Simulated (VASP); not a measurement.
Here is a VASP 6.6.1 calculation.

The input INCAR:

```
PREC = Accurate
ENCUT = 600
EDIFF = 1E-6
ISMEAR = -1
SIGMA = 0.136
LREAL = False
LASPH = True
NELM = 120
ALGO = Normal
ISIF = 2
LWAVE = False
LCHARG = False
GGA = PE
NBANDS = 28
GGA_COMPAT = False
```

Contents of KPOINTS:

```
Automatic mesh
0
Gamma
  2 2 2
```

File POSCAR:

```
SrVO3
1.0
    3.8450000000      0.0000000000      0.0000000000
    0.0000000000      3.8450000000      0.0000000000
    0.0000000000      0.0000000000      3.8450000000
Sr V O
1 1 3
Direct
    0.0000000000      0.0000000000      0.0000000000
    0.5000000000      0.5000000000      0.5000000000
    0.5000000000      0.5000000000      0.0000000000
    0.5000000000      0.0000000000      0.5000000000
    0.0000000000      0.5000000000      0.5000000000
```

Potentials or basis: VASP PAW PBE potentials, release 64 (Sr_sv, V_sv, O).

Launch:

```console
$ cat potpaw_PBE.64/Sr_sv/POTCAR potpaw_PBE.64/V_sv/POTCAR potpaw_PBE.64/O/POTCAR > POTCAR
$ mpirun -np 1 vasp_std > vasp.out
```

Task: Predict the pressure.

Result: 3.1 GPa.

Caveat: the k points lie up to 0.82 Å⁻¹ apart; an odd number of electrons without spin polarisation forces a metal; a magnetic or distorted state may lie lower; the run has no spin polarisation, though such a crystal can be magnetic.
